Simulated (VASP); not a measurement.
# Zn2GeN3 (Cmmm) in VASP: notebook

Runs on Zn2GeN3. Level: PBE. Tasks: single point.

Program: VASP 6.6.1. These are calculated values, not measurements. Logs are shortened: lines on timing, memory, paths and dates and some standing lists are left out, and cuts for length are marked.

## Step 1: The cell of the first run

It takes space group Cmmm (No. 65, orthorhombic). The conventional cell has a = 5.033 Å, b = 9.759 Å, c = 3.070 Å, α = 90.00°, β = 90.00°, γ = 90.00°. Zn (site symmetry 2/m) has 6 N at 2.09 to 2.75 Å and 2 Zn at 2.52 Å within 2.8 Å. Within 2.4 Å of Ge (site symmetry mmm) lie 2 N at 1.78 Å. Within 2.4 Å of N (site symmetry m2m) lie 1 Ge at 1.78 Å and 4 Zn at 2.09 Å. N (site symmetry mmm) has 4 Zn at 2.75 Å and 4 Ge at 2.95 Å and 14 N at 3.07 to 3.46 Å within 3.6 Å.

The cell was generated, and may not be a known phase.

## Step 2: Single point, PBE

Input file INCAR:

```
SYSTEM = Zn2GeN3
PREC = Accurate
ENCUT = 520
EDIFF = 1E-6
ISMEAR = 0
SIGMA = 0.1
LREAL = .False.
LASPH = .True.
NELM = 60
ALGO = Normal
ISIF = 2
LWAVE = .False.
LCHARG = .False.
GGA = PE
NBANDS = 36
```

Input file KPOINTS:

```
regular mesh
0
Gamma
  4 4 4
  0 0 0
```

Input file POSCAR:

```
Zn2GeN3
1.0
    2.5166940368     -4.8793956039      0.0000000000
    2.5166940368      4.8793956039      0.0000000000
    0.0000000000      0.0000000000      3.0695954786
Zn Ge N
2 1 3
Direct
    0.0000000000      0.5000000000      0.5000000000
    0.5000000000      0.0000000000      0.5000000000
    0.5000000000      0.5000000000      0.0000000000
    0.3175775587      0.6824224413      0.0000000000
    0.6824224413      0.3175775587      0.0000000000
    0.0000000000      0.0000000000      0.5000000000
```

Potentials or basis: VASP PAW PBE potentials, release 64 (Zn, Ge_d, N).

Command:

```console
cat potpaw_PBE.64/Zn/POTCAR potpaw_PBE.64/Ge_d/POTCAR potpaw_PBE.64/N/POTCAR > POTCAR
mpirun -np 1 vasp_std > vasp.out
```

OUTCAR:

```text
SYSTEM = Zn2GeN3
   PREC = Accurate
   ENCUT = 520
   EDIFF = 1E-6
   ISMEAR = 0
   LREAL = .False.
   LASPH = .True.
   NELM = 60
   ISIF = 2
   GGA = PE

 ion  position               nearest neighbor table
   1  0.000  0.500  0.500-   4 2.09   5 2.09   4 2.09   5 2.09   2 2.52   2 2.52
   2  0.500  0.000  0.500-   4 2.09   5 2.09   4 2.09   5 2.09   1 2.52   1 2.52
   3  0.500  0.500  0.000-   4 1.78   5 1.78
   4  0.318  0.682  0.000-   3 1.78   2 2.09   1 2.09   1 2.09   2 2.09
   5  0.682  0.318  0.000-   3 1.78   2 2.09   1 2.09   1 2.09   2 2.09
   6  0.000  0.000  0.500-

  LATTYP: Found a base centered orthorhombic cell.
 ALAT       =     5.0333880736
 B/A-ratio  =     1.9388116046
 C/A-ratio  =     0.6098467739

  Lattice vectors:

 A1 = (   2.5166940368,  -4.8793956039,   0.0000000000)
 A2 = (   2.5166940368,   4.8793956039,   0.0000000000)
 A3 = (   0.0000000000,   0.0000000000,   3.0695954786)

Analysis of symmetry for initial positions (statically):
=====================================================================
 Subroutine PRICEL returns:
 Original cell was already a primitive cell.

 Routine SETGRP: Setting up the symmetry group for a
 base centered orthorhombic supercell.

 Subroutine GETGRP returns: Found  8 space group operations
 (whereof  8 operations were pure point group operations)
 out of a pool of  8 trial point group operations.

The static configuration has the point symmetry D_2h.

Analysis of symmetry for dynamics (positions and initial velocities):
=====================================================================
 Subroutine PRICEL returns:
 Original cell was already a primitive cell.

 Routine SETGRP: Setting up the symmetry group for a
 base centered orthorhombic supercell.

 Subroutine GETGRP returns: Found  8 space group operations
 (whereof  8 operations were pure point group operations)
 out of a pool of  8 trial point group operations.

The dynamic configuration has the point symmetry D_2h.

 Subroutine INISYM returns: Found  8 space group operations
 (whereof  8 operations are pure point group operations),
 and found     1 'primitive' translations

----------------------------------------------------------------------------------------

                                     Primitive cell

  volume of cell :      75.3889

  direct lattice vectors                    reciprocal lattice vectors
     2.516694037 -4.879395604  0.000000000     0.198673336 -0.102471708  0.000000000
     2.516694037  4.879395604  0.000000000     0.198673336  0.102471708  0.000000000
     0.000000000  0.000000000  3.069595479     0.000000000  0.000000000  0.325775825

  length of vectors
     5.490195838  5.490195838  3.069595479     0.223543162  0.223543162  0.325775825

  position of ions in fractional coordinates (direct lattice)
     1.000000000  0.500000000  0.500000000
     0.500000000  1.000000000  0.500000000
     0.500000000  0.500000000  0.000000000
     0.317577559  0.682422441  0.000000000
     0.682422441  0.317577559  0.000000000
     0.000000000  0.000000000  0.500000000

  ion indices of the primitive-cell ions
   primitive index   ion index
                 1           1
                 2           2
                 3           3
                 4           4
                 5           5
                 6           6

----------------------------------------------------------------------------------------

 KPOINTS: regular mesh

Automatic generation of k-mesh.
 Grid dimensions read from file:
 generate k-points for:    4    4    4

 Generating k-lattice:

  Cartesian coordinates                     Fractional coordinates (reciprocal lattice)
     0.049668334 -0.025617927  0.000000000     0.250000000 -0.000000000  0.000000000
     0.049668334  0.025617927  0.000000000    -0.000000000  0.250000000  0.000000000
     0.000000000  0.000000000  0.081443956     0.000000000  0.000000000  0.250000000

  Length of vectors
     0.055885791  0.055885791  0.081443956

  Shift w.r.t. Gamma in fractional coordinates (k-lattice)
     0.000000000  0.000000000  0.000000000

 Subroutine IBZKPT returns following result:
 ===========================================

 Found     21 irreducible k-points:

 Following reciprocal coordinates:
            Coordinates               Weight
  0.000000  0.000000  0.000000      1.000000
  0.250000 -0.000000  0.000000      4.000000
  0.500000 -0.000000  0.000000      2.000000
  0.250000  0.250000  0.000000      2.000000
  0.500000  0.250000  0.000000      4.000000
 -0.250000  0.250000  0.000000      2.000000
[... 13 lines left out ...]
 -0.250000  0.250000  0.500000      2.000000
  0.500000  0.500000  0.500000      1.000000
   k-points           NKPTS =     21   k-points in BZ     NKDIM =     21   number of bands    NBANDS=     36
   number of dos      NEDOS =    301   number of ions     NIONS =      6
   total plane-waves  NPLWV =  42336
   dimension x,y,z NGX =    42 NGY =   42 NGZ =   24
   dimension x,y,z NGXF=    84 NGYF=   84 NGZF=   48
   ions per type =               2   1   3
   NGX,Y,Z   is equivalent  to a cutoff of  12.72, 12.72, 13.00 a.u.
   NGXF,Y,Z  is equivalent  to a cutoff of  25.44, 25.44, 26.00 a.u.
 SYSTEM =  Zn2GeN3
   PREC   = accura    normal or accurate (medium, high low for compatibility)
   ISTART =      0    job   : 0-new  1-cont  2-samecut
   ICHARG =      2    charge: 1-file 2-atom 10-const
   ISPIN  =      1    spin polarized calculation?
   LNONCOLLINEAR =      F non collinear calculations
   LSORBIT =      F    spin-orbit coupling
   LASPH  =      T    aspherical Exc in radial PAW
   ENCUT  =  520.0 eV  38.22 Ry    6.18 a.u.  10.21 10.21  5.71*2*pi/ulx,y,z
   NELM   =     60;   NELMIN=  2; NELMDL= -5     # of ELM steps
   EDIFF  = 0.1E-05   stopping-criterion for ELM
   LREAL  =      F    real-space projection
   EDIFFG = 0.1E-04   stopping-criterion for IOM
   NSW    =      0    number of steps for IOM
   IBRION =     -1    ionic relax: 0-MD 1-quasi-New 2-CG
   NFREE  =      0    steps in history (QN), initial steepest desc. (CG)
   ISIF   =      2    stress and relaxation
   ISYM   =      2    0-nonsym 1-usesym 2-fastsym
   POTIM  = 0.5000    time-step for ionic-motion
   TEBEG  =    0.0;   TEEND  =   0.0 temperature during run
   PSTRESS=    0.0 pullay stress
   NELECT =      53.0000    total number of electrons
   NUPDOWN=      -1.0000    fix difference up-down
   EMIN   =  10.00;   EMAX   =-10.00  energy-range for DOS
   EFERMI =   0.00;   METHOD = LEGACY
   ISMEAR =     0;   SIGMA  =   0.10  broadening in eV -4-tet -1-fermi 0-gaus
   EFERMI_NEDOS =   21; number of points for ismear=-14 and -15
   IALGO  =     38    algorithm
   IMIX   =      4    mixing-type and parameters
     AMIX     =   0.40;   BMIX     =  1.00
     AMIX_MAG =   1.60;   BMIX_MAG =  1.00
  volume/ion in A,a.u.               =      12.56        84.79
  Fermi-wavevector in a.u.,A,eV,Ry     =   1.455674  2.750826 28.830583  2.118988
  Thomas-Fermi vector in A             =   2.572681
   LORBIT       =      0    0 simple, 1 ext, 2 COOP (PROOUT), +10 PAW based schemes
   GGA     = PE    functional components
   LHFCALC =     F    Hartree Fock is set to
   AEXX    =    0.0000 exact exchange contribution
   IVDW    =     0    specifies the selected vdW correction
   LEPSILON=     F    determine dielectric tensor
   LRPA    =     F    only Hartree local field effects (RPA)
 non-spin polarized calculation
 Gauss-broadening in eV      SIGMA  =   0.10
  energy-cutoff  :      520.00
  volume of cell :       75.39
 maximum number of plane-waves:      2056
 NGX is ok and might be reduce to    42
   NGX = 21   NGY = 21   NGZ = 11

 number of electron      53.0000000 magnetization

 Free energy of the ion-electron system (eV)
  ---------------------------------------------------
  ext. energy  EPLUGINS =         0.00000000
  ---------------------------------------------------
  free energy    TOTEN  =       -25.62505863 eV

  energy without entropy =      -25.59271437  energy(sigma->0) =      -25.60888650

 E-fermi :   3.2622     XC(G=0): -11.1573

 val. band max:        3.2498253886   @ k =   0.5000   0.5000   0.2500
 cond. band min:       3.2629725096   @ k =   0.2500  -0.0000   0.2500
 fundamental gap:      0.0131471209
 Fermi energy:         3.2621609135

 k-point     1 :       0.0000    0.0000    0.0000
  band No.  band energies     occupation
      1     -21.9568      2.00000
      2     -21.9027      2.00000
      3     -21.8754      2.00000
      4     -21.7130      2.00000
      5     -21.6996      2.00000
      6     -13.1250      2.00000
[... 28 lines left out ...]
     35      11.6495      0.00000
     36      14.4319      0.00000

 k-point     2 :       0.2500   -0.0000    0.0000
  band No.  band energies     occupation
      1     -21.9562      2.00000
      2     -21.9023      2.00000
      3     -21.8754      2.00000
      4     -21.7129      2.00000
      5     -21.6995      2.00000
      6     -12.9348      2.00000
[... 28 lines left out ...]
     35      12.7712      0.00000
     36      12.9512      0.00000

 k-point     3 :       0.5000   -0.0000    0.0000
  band No.  band energies     occupation
      1     -21.9556      2.00000
      2     -21.9019      2.00000
      3     -21.8754      2.00000
      4     -21.7129      2.00000
      5     -21.6994      2.00000
      6     -12.5982      2.00000
[... 28 lines left out ...]
     35      13.0903      0.00000
     36      14.3132      0.00000
[... 625 lines left out ...]
 k-point    20 :      -0.2500    0.2500    0.5000
  band No.  band energies     occupation
      1     -21.9210      2.00000
      2     -21.8976      2.00000
      3     -21.8668      2.00000
      4     -21.7388      2.00000
      5     -21.6966      2.00000
      6     -11.8011      2.00000
[... 28 lines left out ...]
     35      11.8169      0.00000
     36      13.5626      0.00000

 k-point    21 :       0.5000    0.5000    0.5000
  band No.  band energies     occupation
      1     -21.9205      2.00000
      2     -21.8977      2.00000
      3     -21.8668      2.00000
      4     -21.7391      2.00000
      5     -21.6965      2.00000
      6     -11.6213      2.00000
[... 28 lines left out ...]
     35      11.1637      0.00000
     36      13.9986      0.00000

------------------------ aborting loop because EDIFF is reached ----------------------------------------

  FORCE on cell =-STRESS in cart. coord.  units (eV):
  Direction    XX          YY          ZZ          XY          YZ          ZX
  --------------------------------------------------------------------------------------
  -------------------------------------------------------------------------------------
  Total        0.1840779     -0.0549170      0.2426666      0.0000000      0.0000000      0.0000000
  in kB        3.9120518     -1.1671048      5.1571879      0.0000000      0.0000000      0.0000000
  external PRESSURE =       2.6340450 kB  Pullay stress =       0.0000000 kB

 VOLUME and BASIS-vectors are now :
 -----------------------------------------------------------------------------
  energy-cutoff  :      520.00
  volume of cell :       75.39
      direct lattice vectors                 reciprocal lattice vectors
     2.516694037 -4.879395604  0.000000000     0.198673336 -0.102471708  0.000000000
     2.516694037  4.879395604  0.000000000     0.198673336  0.102471708  0.000000000
     0.000000000  0.000000000  3.069595479     0.000000000  0.000000000  0.325775825

 POSITION                                       TOTAL-FORCE (eV/Angst)
 -----------------------------------------------------------------------------------
      1.25835      2.43970      1.53480         0.000000      0.000000     -0.000000
      1.25835     -2.43970      1.53480         0.000000      0.000000     -0.000000
      2.51669      0.00000      0.00000        -0.000000      0.000000     -0.000000
      2.51669      1.78022      0.00000         0.000000     -0.086987      0.000000
      2.51669     -1.78022      0.00000         0.000000      0.086987     -0.000000
      0.00000      0.00000      1.53480         0.000000      0.000000     -0.000000
 -----------------------------------------------------------------------------------
    total drift:                               -0.000000     -0.000000      0.000000

  FREE ENERGIE OF THE ION-ELECTRON SYSTEM (eV)
  ---------------------------------------------------
  free  energy   TOTEN  =       -25.6250586337 eV

  energy  without entropy=      -25.5927143664  energy(sigma->0) =      -25.60888650
```

Run time: 1.8 min. Hardware: 1 thread of Oxide Virtual Turin-like, shared host; peak memory 0.19 GiB.

Results:

```
Free energy            : -25.6251 eV
Pressure               : 0.3 GPa
Largest force          : 0.087 eV/Å
Band gap on the k mesh : zero (an odd number of electrons rules out a gap without spin polarisation)
```

Forces in eV/Å, atoms in the order of the input:
```
Zn   0.000  0.000  0.000
Zn   0.000  0.000  0.000
Ge   0.000  0.000  0.000
N    0.000 -0.087  0.000
N    0.000  0.087  0.000
N    0.000  0.000  0.000
```

Caveat: the k points lie up to 0.51 Å⁻¹ apart, too coarse for converged energies and pressures of a metal.

## Step 3: Single point, PBE

This run uses another cell than the first one, of 12.90 Å³/atom.

Input file INCAR:

```
ALGO = Normal
EDIFF = 1E-6
ENCUT = 520
GGA = PE
ISIF = 2
ISMEAR = 0
LASPH = True
LCHARG = False
LREAL = False
LWAVE = False
NBANDS = 36
NELM = 80
PREC = Accurate
SIGMA = 0.1
```

Input file KPOINTS:

```
k-points
0
Gamma
  4 4 4
```

Input file POSCAR:

```
Zn2GeN3
1.0
    2.4551790600     -4.1059746400      0.0000000000
    2.4551790600      4.1059746400      0.0000000000
    0.0000000000      0.0000000000      3.8389938700
Zn Ge N
2 1 3
Direct
    0.0000000000      0.5000000000      0.5000000000
    0.5000000000      0.0000000000      0.5000000000
    0.5000000000      0.5000000000      0.0000000000
    0.1610669000      0.8389331000      0.0000000000
    0.8389331000      0.1610669000      0.0000000000
    0.0000000000      0.0000000000      0.5000000000
```

Potentials or basis: VASP PAW PBE potentials, release 64 (Zn, Ge_d, N).

Command:

```console
cat potpaw_PBE.64/Zn/POTCAR potpaw_PBE.64/Ge_d/POTCAR potpaw_PBE.64/N/POTCAR > POTCAR
mpirun -np 1 vasp_std > vasp.out
```

It took 58 s on 1 thread of Oxide Virtual Turin-like, shared host; peak memory 0.18 GiB.

Results (log left out):

* Free energy: -21.4180 eV
* Pressure: -10.0 GPa
* Largest force: 0.383 eV/Å
* Band gap on the k mesh: zero (an odd number of electrons rules out a gap without spin polarisation)

Forces in eV/Å, atoms in the order of the input:
```
Zn   0.000  0.000  0.000
Zn   0.000  0.000  0.000
Ge   0.000  0.000  0.000
N    0.000 -0.383  0.000
N    0.000  0.383  0.000
N    0.000  0.000  0.000
```

Stress tensor (GPa, compression positive):
```
 -1.70   0.00   0.00
  0.00  -7.22   0.00
  0.00   0.00 -21.17
```

Levels at points of the mesh, in eV from the Fermi level:
```
           k point  band 23  band 24  band 25  band 26  band 27  band 28  band 29  band 30  band 31  band 32
(0.00, 0.00, 0.00)    -3.09    -3.04    -1.98    -0.55     0.11     0.88     1.01     2.55     2.58     4.01
(0.50, 0.00, 0.00)    -1.76    -1.72    -1.24    -0.74    -0.08     1.11     1.29     2.01     2.25     3.03
(0.50, 0.50, 0.00)    -2.84    -1.51    -1.01    -0.50    -0.41     1.54     2.39     2.89     3.09     4.44
(0.00, 0.00, 0.50)    -3.07    -2.32    -1.61    -1.40     0.06     0.28     1.23     2.77     2.78     3.83
(0.50, 0.00, 0.50)    -3.69    -1.70    -0.91     0.13     0.56     1.23     1.53     1.68     3.04     3.74
(0.50, 0.50, 0.50)    -2.33    -2.06    -1.48    -1.39     0.09     0.93     1.59     2.73     2.81     4.05
```

Caveat: the k points lie up to 0.41 Å⁻¹ apart, too coarse for converged energies and pressures of a metal.
